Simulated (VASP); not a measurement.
# Ta2C (P-3m1) in VASP: notebook, part 2 of 2

VASP 6.6.1. Earlier steps stand in the parts before.

## (3) Single point, r2SCAN

Input file POSCAR:

```
Ta2C
1.0
    3.1059007354      0.0000000000      0.0000000000
   -1.5529503677      2.6897889385      0.0000000000
    0.0000000000      0.0000000000      4.9464000000
Ta C
2 1
Direct
    0.3333333333      0.6666666667      0.2520100000
    0.6666666667      0.3333333333      0.7479900000
    0.0000000000      0.0000000000      0.0000000000
```

Input file INCAR.step1:

```
SYSTEM = Ta2C
PREC = Accurate
ENCUT = 520
ISMEAR = 0
SIGMA = 0.1
LREAL = .False.
LASPH = .True.
NELM = 80
NBANDS = 20
GGA = PE
ALGO = Normal
EDIFF = 1E-4
LWAVE = .True.
LCHARG = .False.
```

Input file INCAR.step2:

```
SYSTEM = Ta2C
PREC = Accurate
ENCUT = 520
EDIFF = 1E-6
ISMEAR = 0
SIGMA = 0.1
LREAL = .False.
LASPH = .True.
NELM = 80
ALGO = Normal
ISIF = 2
LWAVE = .False.
LCHARG = .True.
METAGGA = R2SCAN
LMIXTAU = .True.
LELF = .True.
LVHAR = .True.
NBANDS = 20
ISTART = 1
```

Input file KPOINTS:

```
Automatic mesh
0
Gamma
  3 3 2
  0 0 0
```

Potentials or basis: VASP PAW PBE potentials, release 64 (Ta_pv, C).

Started as:

```bash
$ cat potpaw_PBE.64/Ta_pv/POTCAR potpaw_PBE.64/C/POTCAR > POTCAR
$ cp INCAR.step1 INCAR
$ mpirun -np 1 vasp_std > vasp.out
$ cp INCAR.step2 INCAR
$ mpirun -np 1 vasp_std > vasp.out
```

OUTCAR:

```text
SYSTEM = Ta2C
   PREC = Accurate
   ENCUT = 520
   EDIFF = 1E-6
   ISMEAR = 0
   LREAL = .False.
   LASPH = .True.
   NELM = 80
   ISIF = 2
   METAGGA = R2SCAN
   ISTART = 1

 ion  position               nearest neighbor table
   1  0.333  0.667  0.252-   3 2.18   3 2.18   3 2.18   2 3.04   2 3.04   2 3.04   2 3.07   2 3.07
                             2 3.07
   2  0.667  0.333  0.748-   3 2.18   3 2.18   3 2.18   1 3.04   1 3.04   1 3.04   1 3.07   1 3.07
                             1 3.07
   3  0.000  0.000  0.000-   1 2.18   2 2.18   2 2.18   1 2.18   2 2.18   1 2.18

  LATTYP: Found a hexagonal cell.
 ALAT       =     3.1059007354
 C/A-ratio  =     1.5925814832

  Lattice vectors:

 A1 = (   3.1059007354,   0.0000000000,   0.0000000000)
 A2 = (  -1.5529503677,   2.6897889385,   0.0000000000)
 A3 = (   0.0000000000,   0.0000000000,   4.9464000000)

Analysis of symmetry for initial positions (statically):
=====================================================================
 Subroutine PRICEL returns:
 Original cell was already a primitive cell.

 Routine SETGRP: Setting up the symmetry group for a
 hexagonal supercell.

 Subroutine GETGRP returns: Found 12 space group operations
 (whereof 12 operations were pure point group operations)
 out of a pool of 24 trial point group operations.

The static configuration has the point symmetry D_3d.

Analysis of symmetry for dynamics (positions and initial velocities):
=====================================================================
 Subroutine PRICEL returns:
 Original cell was already a primitive cell.

 Routine SETGRP: Setting up the symmetry group for a
 hexagonal supercell.

 Subroutine GETGRP returns: Found 12 space group operations
 (whereof 12 operations were pure point group operations)
 out of a pool of 24 trial point group operations.
[... 98 lines left out ...]
   EFERMI =   0.00;   METHOD = LEGACY
   ISMEAR =     0;   SIGMA  =   0.10  broadening in eV -4-tet -1-fermi 0-gaus
   EFERMI_NEDOS =   21; number of points for ismear=-14 and -15
   IALGO  =     38    algorithm
   IMIX   =      4    mixing-type and parameters
     AMIX     =   0.40;   BMIX     =  1.00
     AMIX_MAG =   1.60;   BMIX_MAG =  1.00
  volume/ion in A,a.u.               =      13.77        92.95
  Fermi-wavevector in a.u.,A,eV,Ry     =   1.402817  2.650939 26.774835  1.967895
  Thomas-Fermi vector in A             =   2.525541
   LORBIT       =      0    0 simple, 1 ext, 2 COOP (PROOUT), +10 PAW based schemes
   METAGGA = R2SCAN    functional components
   LHFCALC =     F    Hartree Fock is set to
   AEXX    =    0.0000 exact exchange contribution
   IVDW    =     0    specifies the selected vdW correction
   LEPSILON=     F    determine dielectric tensor
   LRPA    =     F    only Hartree local field effects (RPA)
 non-spin polarized calculation
 Gauss-broadening in eV      SIGMA  =   0.10
  energy-cutoff  :      520.00
  volume of cell :       41.32
 maximum number of plane-waves:      1122
 NGX is ok and might be reduce to    24
   NGX = 11   NGY = 11   NGZ = 19

 number of electron      26.0000001 magnetization

 Free energy of the ion-electron system (eV)
  ---------------------------------------------------
  ext. energy  EPLUGINS =         0.00000000
  ---------------------------------------------------
  free energy    TOTEN  =      -109.31865482 eV

  energy without entropy =     -109.31864636  energy(sigma->0) =     -109.31865059

 E-fermi :   6.8182     XC(G=0): -13.8681

 val. band max:        6.5607107396   @ k =   0.0000   0.0000   0.0000
 cond. band min:       7.0880245717   @ k =   0.0000   0.0000   0.0000
 fundamental gap:      0.5273138321
 Fermi energy:         6.8181918665

 k-point     1 :       0.0000    0.0000    0.0000
  band No.  band energies     occupation
      1     -29.6265      2.00000
      2     -28.9448      2.00000
      3     -28.9448      2.00000
      4     -28.8319      2.00000
      5     -28.8319      2.00000
      6     -28.7128      2.00000
[... 127 lines left out ...]
     19      14.2460      0.00000
     20      14.6373      0.00000

------------------------ aborting loop because EDIFF is reached ----------------------------------------

  FORCE on cell =-STRESS in cart. coord.  units (eV):
  Direction    XX          YY          ZZ          XY          YZ          ZX
  --------------------------------------------------------------------------------------
  -------------------------------------------------------------------------------------
  Total        0.4492486      0.4492486      0.6934131      0.0000000      0.0000000     -0.0000000
  in kB       17.4181620     17.4181620     26.8848512      0.0000000      0.0000000     -0.0000000
  external PRESSURE =      20.5737250 kB  Pullay stress =       0.0000000 kB

 VOLUME and BASIS-vectors are now :
 -----------------------------------------------------------------------------
  energy-cutoff  :      520.00
  volume of cell :       41.32
      direct lattice vectors                 reciprocal lattice vectors
     3.105900735  0.000000000  0.000000000     0.321967791  0.185888191  0.000000000
    -1.552950368  2.689788939  0.000000000     0.000000000  0.371776382  0.000000000
     0.000000000  0.000000000  4.946400000     0.000000000  0.000000000  0.202167233

 POSITION                                       TOTAL-FORCE (eV/Angst)
 -----------------------------------------------------------------------------------
     -0.00000      1.79319      1.24654         0.000000      0.000000     -0.324904
      1.55295      0.89660      3.69986         0.000000      0.000000      0.324904
      0.00000      0.00000      0.00000        -0.000000      0.000000      0.000000
 -----------------------------------------------------------------------------------
    total drift:                               -0.000000      0.000000     -0.000000

  FREE ENERGIE OF THE ION-ELECTRON SYSTEM (eV)
  ---------------------------------------------------
  free  energy   TOTEN  =      -109.3186548172 eV

  energy  without entropy=     -109.3186463620  energy(sigma->0) =     -109.31865059
```

OSZICAR.step1:

```text
N       E                     dE             d eps       ncg     rms          rms(c)
DAV:   1     0.199428791676E+03    0.19943E+03   -0.14957E+04   240   0.135E+03
DAV:   2    -0.310604070967E+02   -0.23049E+03   -0.22496E+03   276   0.379E+02
DAV:   3    -0.386947651694E+02   -0.76344E+01   -0.75515E+01   292   0.629E+01
DAV:   4    -0.387937369559E+02   -0.98972E-01   -0.98762E-01   292   0.729E+00
DAV:   5    -0.387950044282E+02   -0.12675E-02   -0.12673E-02   312   0.725E-01    0.278E+01
DAV:   6    -0.350350099708E+02    0.37600E+01   -0.17256E+01   300   0.236E+01    0.119E+01
DAV:   7    -0.348507318197E+02    0.18428E+00   -0.12347E+00   252   0.713E+00    0.560E+00
DAV:   8    -0.348129348364E+02    0.37797E-01   -0.15763E-01   288   0.274E+00    0.528E-01
DAV:   9    -0.348094098179E+02    0.35250E-02   -0.18626E-02   276   0.882E-01    0.194E-01
DAV:  10    -0.348092177275E+02    0.19209E-03   -0.29206E-03   292   0.426E-01    0.561E-02
DAV:  11    -0.348091737323E+02    0.43995E-04   -0.23875E-04   236   0.110E-01
   1 F= -.34809174E+02 E0= -.34809164E+02  d E =-.189974E-04
```

Wall time 61 s (1 thread of AMD EPYC 7R43 (Zen 3), shared host); peak memory 0.12 GiB.

What came out:

* Free energy: -109.3187 eV
* Pressure: 2.1 GPa
* Largest force: 0.325 eV/Å
* Band gap on the k mesh: zero (band 13 reaches 7.09 eV, above the bottom of band 14 at 6.33 eV)

Forces on the atoms (eV/Å):
```
Ta   0.000  0.000 -0.325
Ta   0.000  0.000  0.325
C    0.000  0.000  0.000
```

Levels at points of the mesh, in eV from the Fermi level:
| k point | band 11 | band 12 | band 13 | band 14 | band 15 | band 16 |
| --- | --- | --- | --- | --- | --- | --- |
| (0.00, 0.00, 0.00) | -3.71 | -0.26 | 0.27 | 0.27 | 0.95 | 0.95 |
| (0.00, 0.00, 0.50) | -2.17 | -2.08 | -0.48 | -0.48 | 2.74 | 2.74 |

Caveat: the k points lie up to 0.78 Å⁻¹ apart; the PAW data sets were made with another functional, which shifts forces and pressure a little; spin-orbit coupling is left out, which moves the levels of the heavy elements.

## (4) Single point, r2SCAN

POSCAR is that of step 3.

Input file INCAR.step1:

```
SYSTEM = Ta2C
  PREC = Accurate
  ENCUT = 520
  ISMEAR = 0
  SIGMA = 0.1
  LREAL = .FALSE.
  LASPH = .TRUE.
  NELM = 100
  NBANDS = 20
  GGA = PE
  ALGO = Normal
  EDIFF = 1E-4
  LWAVE = .TRUE.
  LCHARG = .FALSE.
```

Input file INCAR.step2:

```
SYSTEM = Ta2C
  PREC = Accurate
  ENCUT = 520
  EDIFF = 1E-6
  ISMEAR = 0
  SIGMA = 0.1
  LREAL = .FALSE.
  LASPH = .TRUE.
  NELM = 100
  ALGO = Normal
  ISIF = 2
  LWAVE = .FALSE.
  LCHARG = .FALSE.
  METAGGA = R2SCAN
  LMIXTAU = .TRUE.
  NBANDS = 20
  ISTART = 1
```

Input file KPOINTS:

```
Automatic mesh
0
G
  6 6 2
  0 0 0
```

Potentials or basis: VASP PAW PBE potentials, release 64 (Ta_pv, C).

Started as:

```bash
$ cat potpaw_PBE.64/Ta_pv/POTCAR potpaw_PBE.64/C/POTCAR > POTCAR
$ cp INCAR.step1 INCAR
$ mpirun -np 1 vasp_std > vasp.out
$ cp INCAR.step2 INCAR
$ mpirun -np 1 vasp_std > vasp.out
```

OUTCAR:

```text
SYSTEM = Ta2C
   PREC = Accurate
   ENCUT = 520
   EDIFF = 1E-6
   ISMEAR = 0
   LREAL = .FALSE.
   LASPH = .TRUE.
   NELM = 100
   ISIF = 2
   METAGGA = R2SCAN
   ISTART = 1

 ion  position               nearest neighbor table
   1  0.333  0.667  0.252-   3 2.18   3 2.18   3 2.18   2 3.04   2 3.04   2 3.04   2 3.07   2 3.07
                             2 3.07
   2  0.667  0.333  0.748-   3 2.18   3 2.18   3 2.18   1 3.04   1 3.04   1 3.04   1 3.07   1 3.07
                             1 3.07
   3  0.000  0.000  0.000-   1 2.18   2 2.18   2 2.18   1 2.18   2 2.18   1 2.18

[... 507 lines left out ...]
  FORCE on cell =-STRESS in cart. coord.  units (eV):
  Direction    XX          YY          ZZ          XY          YZ          ZX
  --------------------------------------------------------------------------------------
  -------------------------------------------------------------------------------------
  Total        0.5279485      0.5279485      0.2222228      0.0000000      0.0000000      0.0000000
  in kB       20.4694964     20.4694964      8.6159688      0.0000000      0.0000000      0.0000000
  external PRESSURE =      16.5183206 kB  Pullay stress =       0.0000000 kB

 VOLUME and BASIS-vectors are now :
 -----------------------------------------------------------------------------
  energy-cutoff  :      520.00
  volume of cell :       41.32
      direct lattice vectors                 reciprocal lattice vectors
     3.105900735  0.000000000  0.000000000     0.321967791  0.185888191  0.000000000
    -1.552950368  2.689788939  0.000000000     0.000000000  0.371776382  0.000000000
     0.000000000  0.000000000  4.946400000     0.000000000  0.000000000  0.202167233

 POSITION                                       TOTAL-FORCE (eV/Angst)
 -----------------------------------------------------------------------------------
     -0.00000      1.79319      1.24654         0.000000      0.000000      0.490142
      1.55295      0.89660      3.69986         0.000000      0.000000     -0.490142
      0.00000      0.00000      0.00000        -0.000000      0.000000      0.000000
 -----------------------------------------------------------------------------------
    total drift:                               -0.000000      0.000000     -0.000000

  FREE ENERGIE OF THE ION-ELECTRON SYSTEM (eV)
  ---------------------------------------------------
  free  energy   TOTEN  =      -109.1661270040 eV

  energy  without entropy=     -109.1635053516  energy(sigma->0) =     -109.16481618
```

OUTCAR.step1:

```text
SYSTEM = Ta2C
   PREC = Accurate
   ENCUT = 520
   ISMEAR = 0
   LREAL = .FALSE.
   LASPH = .TRUE.
   NELM = 100
[... 536 lines left out ...]
     -0.00000      1.79319      1.24654         0.000000     -0.000000      0.491690
      1.55295      0.89660      3.69986        -0.000000      0.000000     -0.491690
      0.00000      0.00000      0.00000         0.000000      0.000000      0.000000
 -----------------------------------------------------------------------------------
    total drift:                               -0.000000      0.000000     -0.000000

  FREE ENERGIE OF THE ION-ELECTRON SYSTEM (eV)
  ---------------------------------------------------
  free  energy   TOTEN  =       -34.6627754477 eV

  energy  without entropy=      -34.6607549764  energy(sigma->0) =      -34.66176521
```

OSZICAR.step1:

```text
N       E                     dE             d eps       ncg     rms          rms(c)
DAV:   1     0.197407856446E+03    0.19741E+03   -0.14879E+04   560   0.136E+03
DAV:   2    -0.307514999906E+02   -0.22816E+03   -0.22261E+03   628   0.382E+02
DAV:   3    -0.387011029868E+02   -0.79496E+01   -0.78426E+01   748   0.632E+01
DAV:   4    -0.387802843950E+02   -0.79181E-01   -0.79112E-01   668   0.636E+00
DAV:   5    -0.387812673972E+02   -0.98300E-03   -0.98288E-03   720   0.651E-01    0.279E+01
DAV:   6    -0.348845848457E+02    0.38967E+01   -0.19187E+01   692   0.246E+01    0.118E+01
DAV:   7    -0.347037083178E+02    0.18088E+00   -0.14798E+00   608   0.751E+00    0.578E+00
DAV:   8    -0.346673257163E+02    0.36383E-01   -0.17990E-01   656   0.290E+00    0.599E-01
DAV:   9    -0.346630449630E+02    0.42808E-02   -0.26227E-02   692   0.964E-01    0.209E-01
DAV:  10    -0.346628562339E+02    0.18873E-03   -0.41081E-03   692   0.480E-01    0.643E-02
DAV:  11    -0.346627754477E+02    0.80786E-04   -0.50170E-04   648   0.137E-01
   1 F= -.34662775E+02 E0= -.34661765E+02  d E =-.202047E-02
```

It took 1.7 min on 1 thread of AMD EPYC 7R43 (Zen 3), shared host; peak memory 0.13 GiB.

What came out:

* Free energy: -109.1661 eV
* Pressure: 1.7 GPa
* Largest force: 0.490 eV/Å
* Band gap on the k mesh: zero (band 13 reaches 7.10 eV, above the bottom of band 14 at 6.35 eV)

Forces in eV/Å, atoms in the order of the input:
```
Ta   0.000  0.000  0.490
Ta   0.000  0.000 -0.490
C    0.000  0.000  0.000
```

Stress tensor (GPa, compression positive):
```
2.05 0.00 0.00
0.00 2.05 0.00
0.00 0.00 0.86
```

Caveat: the k points lie up to 0.64 Å⁻¹ apart; the PAW data sets were made with another functional, which shifts forces and pressure a little; spin-orbit coupling is left out, which moves the levels of the heavy elements.

## (5) Single point, r2SCAN

POSCAR is that of step 4.

Input file INCAR.step1:

```
SYSTEM = Ta2C
ALGO = Normal
EDIFF = 1E-4
ENCUT = 520
GGA = PE
ISMEAR = 0
LASPH = .True.
LCHARG = .False.
LREAL = .False.
LWAVE = .True.
NBANDS = 20
NELM = 80
PREC = Accurate
SIGMA = 0.1
```

Input file INCAR.step2:

```
SYSTEM = Ta2C
ALGO = Normal
EDIFF = 1E-6
ENCUT = 520
ISIF = 2
ISMEAR = 0
ISTART = 1
LASPH = .True.
LCHARG = .False.
LMIXTAU = .True.
LREAL = .False.
LWAVE = .False.
METAGGA = R2SCAN
NBANDS = 20
NELM = 80
PREC = Accurate
SIGMA = 0.1
```

Input file KPOINTS:

```
k-points
0
Gamma
  6 6 4
  0 0 0
```

Started as:

```bash
$ cat potpaw_PBE.64/Ta_pv/POTCAR potpaw_PBE.64/C/POTCAR > POTCAR
$ cp INCAR.step1 INCAR
$ mpirun -np 1 vasp_std > vasp.out
$ cp INCAR.step2 INCAR
$ mpirun -np 1 vasp_std > vasp.out
```

Run time: 2.1 min. Hardware: 1 thread of AMD EPYC 7R43 (Zen 3), shared host; peak memory 0.13 GiB.

The run converged. Its results:

```
Free energy            : -109.1677 eV
Pressure               : 1.8 GPa
Largest force          : 0.499 eV/Å
Band gap on the k mesh : zero (band 13 reaches 7.10 eV, above the bottom of band 14 at 6.35 eV)
```

Forces in eV/Å, atoms in the order of the input:
```
Ta   0.000  0.000  0.499
Ta   0.000  0.000 -0.499
C    0.000  0.000  0.000
```

Stress tensor (GPa, compression positive):
```
1.92 0.00 0.00
0.00 1.92 0.00
0.00 0.00 1.51
```

Levels at points of the mesh, in eV from the Fermi level:
```tsv
k point	band 11	band 12	band 13	band 14	band 15	band 16
(0.00, 0.00, 0.00)	-3.55	-0.06	0.46	0.46	1.12	1.12
(0.50, 0.00, 0.00)	-3.94	-2.16	-0.52	3.36	3.54	4.60
(0.00, 0.00, 0.50)	-1.97	-1.91	-0.29	-0.29	2.90	2.90
(0.50, 0.00, 0.50)	-2.72	-1.55	-1.27	1.50	1.50	4.42
```

Caveat: the k points lie up to 0.39 Å⁻¹ apart; the PAW data sets were made with another functional, which shifts forces and pressure a little; spin-orbit coupling is left out, which moves the levels of the heavy elements.

## (6) Summary

```csv
k mesh,gap on the mesh (eV),pressure (GPa),largest force (eV/Å)
3 × 3 × 1,none,0.1,0.94
3 × 3 × 2,none,2.1,0.32
6 × 6 × 2,none,1.7,0.49
6 × 6 × 4,none,1.8,0.50
```

Alike in all rows: task single point; level r2SCAN; potentials or basis VASP PAW PBE potentials, release 64 (Ta_pv, C); no spin polarisation; cell as given; cutoff (eV) 520; smearing gaussian 0.1 eV.

Caveats: all runs use coarse meshes; the PAW data sets were made with another functional, which shifts forces and pressure a little; spin-orbit coupling is left out, which moves the levels of the heavy elements.

Absolute energies hang on the potentials; compare differences alone.
